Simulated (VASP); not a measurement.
Set up this calculation in VASP 6.6.1, as the native input.

* Task: single point
* Functional: PBEsol
* Potentials or basis: VASP PAW PBE potentials, release 64 (O)
* Cutoff: 520 eV
* k mesh: 10 × 10 × 10
* Occupations: fermi-dirac, width 0.02 eV
* Spin: no spin polarisation
* Dipole correction: no
* Further INCAR settings: ALGO = Normal; EDIFF = 1e-06; NBANDS = 13

The structure of O lies in POSCAR:

```
O
1.0
    1.4327754493      0.8272132913      3.4308721810
   -1.4327754493      0.8272132913      3.4308721810
    0.0000000000     -1.6544265826      3.4308721810
O
2
Direct
    0.0577000000      0.0577000000      0.0577000000
    0.9423000000      0.9423000000      0.9423000000
```

This cell differs from its parent crystal: volume scaled by 1.02.

The input as run:

INCAR

```
ALGO = Normal
EDIFF = 1E-6
ENCUT = 520
GGA = PS
ISIF = 2
ISMEAR = -1
LASPH = True
LCHARG = True
LELF = True
LREAL = False
LVHAR = True
LWAVE = False
NBANDS = 13
NELM = 100
PREC = Accurate
SIGMA = 0.02
```

KPOINTS

```
k-points
0
Gamma
  10 10 10
```

Potentials or basis: VASP PAW PBE potentials, release 64 (O).

Command:

```sh
$ cat potpaw_PBE.64/O/POTCAR > POTCAR
$ mpirun -np 1 vasp_std > vasp.out
```

Results of the run:

```
Pressure               : 3.6 GPa
Largest force          : 3.163 eV/Å
Band gap on the k mesh : zero (band 6 reaches 0.99 eV, above the bottom of band 7 at -0.28 eV)
```

Caveat: the standard files for N, O and F lose accuracy on very short bonds; spin is off for a triplet molecule; the PAW data sets were made with another functional, which shifts forces and pressure a little.

Wall time 31 s on 1 thread of AMD EPYC 7R13 Processor (Zen 3) (shared host), peak memory 0.13 GiB.
